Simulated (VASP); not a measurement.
Write the native input for VASP 6.6.1 that does the following.

```yaml
Task: single point
Functional: PBE
Potentials_or_basis: VASP PAW PBE potentials, release 64 (Fe)
Cutoff: 520 eV
k_mesh: 13 × 13 × 13
Occupations: gaussian, width 0.014 eV
Spin: collinear spin, ferromagnetic start
Starting_moments: "[3.0] μB"
Dipole_correction: no
Further_INCAR_settings: ALGO = Normal; EDIFF = 1e-06; NBANDS = 14
```

The structure of Fe lies in POSCAR:

```
Fe
1.0
    0.0000000000      1.9417396906      1.9651051623
    1.4984397099      0.0000000000      1.9651051623
    1.4984397099      1.9417396906      0.0000000000
Fe
1
Direct
    0.0000000000      0.0000000000      0.0000000000
```

One way to write it, as run:

INCAR

```
PREC = Accurate ; ENCUT = 520
EDIFF = 1E-6 ; ISMEAR = 0
SIGMA = 0.014 ; LREAL = False
LASPH = True ; NELM = 150
ALGO = Normal ; ISIF = 2
LWAVE = False ; LCHARG = True
ISPIN = 2 ; MAGMOM = 3
LORBIT = 11 ; LMAXMIX = 4
GGA = PE ; LELF = True
LVHAR = True ; NBANDS = 14
```

KPOINTS

```
regular mesh
0
Gamma
  13 13 13
```

Potentials or basis: VASP PAW PBE potentials, release 64 (Fe).

Run with:

```console
$ cat potpaw_PBE.64/Fe/POTCAR > POTCAR
$ mpirun -np 1 vasp_std > vasp.out
```

It gave:

```json
{
  "Pressure": "-1.4 GPa",
  "Net moment": "2.19 μB per cell",
  "Site moments": "Fe +2.19 μB",
  "Valence electrons inside the program's atomic spheres": "Fe 7.26"
}
```

Run time: 80 s on 1 thread of Intel Xeon 8259CL (shared host), peak memory 0.2 GiB.
